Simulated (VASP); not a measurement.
Here is a VASP 6.6.1 calculation.

File INCAR:

```
SYSTEM = Ta2NbO2
ALGO = Normal
EDIFF = 1E-6
EDIFFG = -0.04
ENCUT = 600
GGA = PE
IBRION = 2
ISIF = 3
ISMEAR = 0
LASPH = .TRUE.
LCHARG = .FALSE.
LREAL = .FALSE.
LWAVE = .FALSE.
NELM = 80
NSW = 90
PREC = Accurate
SIGMA = 0.1
```

File KPOINTS:

```
k-points
0
G
  6 6 6
  0 0 0
```

Contents of POSCAR:

```
Ta2NbO2
1.0
    4.6921091600      0.0000000000      0.0000000000
   -2.3460545800      4.0634857300      0.0000000000
    0.0000000000      0.0000000000      3.5857735900
Ta Nb O
2 1 2
Direct
    0.3333333300      0.6666666700      0.5000000000
    0.6666666700      0.3333333300      0.5000000000
    0.0000000000      0.0000000000      0.0000000000
    0.3333333300      0.6666666700      0.0000000000
    0.6666666700      0.3333333300      0.0000000000
```

Potentials or basis: VASP PAW PBE potentials, release 64 (Ta_pv, Nb_sv, O).

Launch:

```bash
$ cat potpaw_PBE.64/Ta_pv/POTCAR potpaw_PBE.64/Nb_sv/POTCAR potpaw_PBE.64/O/POTCAR > POTCAR
$ mpirun -np 1 vasp_std > vasp.out
```

Task: What does it give for the relaxed cell?

Result: a = 4.590 Å, b = 4.590 Å, c = 3.978 Å, α = 90.00°, β = 90.00°, γ = 120.00°.

Task: Estimate the space group after relaxing (to 0.1 Å).

Result: P6/mmm (No. 191).

Task: Estimate the relaxed volume.

Result: 14.52 Å³/atom.

Task: Estimate the band gap on the k mesh.

Result: Zero (an odd number of electrons rules out a gap without spin polarisation).

Final structure:
```yaml
crystal:
  lattice:
    - [4.59010, 0.00000, 0.00000]
    - [-2.29505, 3.97514, 0.00000]
    - [0.00000, 0.00000, 3.97779]
  atoms:
    - { symbol: Ta, position: [0.33333, 0.66667, 0.50000] }
    - { symbol: Ta, position: [0.66667, 0.33333, 0.50000] }
    - { symbol: Nb, position: [0.00000, 0.00000, 0.00000] }
    - { symbol: O, position: [0.33333, 0.66667, 0.00000] }
    - { symbol: O, position: [0.66667, 0.33333, 0.00000] }
```

Caveat: spin-orbit coupling is left out, which moves the levels of the heavy elements; an odd number of electrons without spin polarisation forces a metal; a magnetic or distorted state may lie lower.
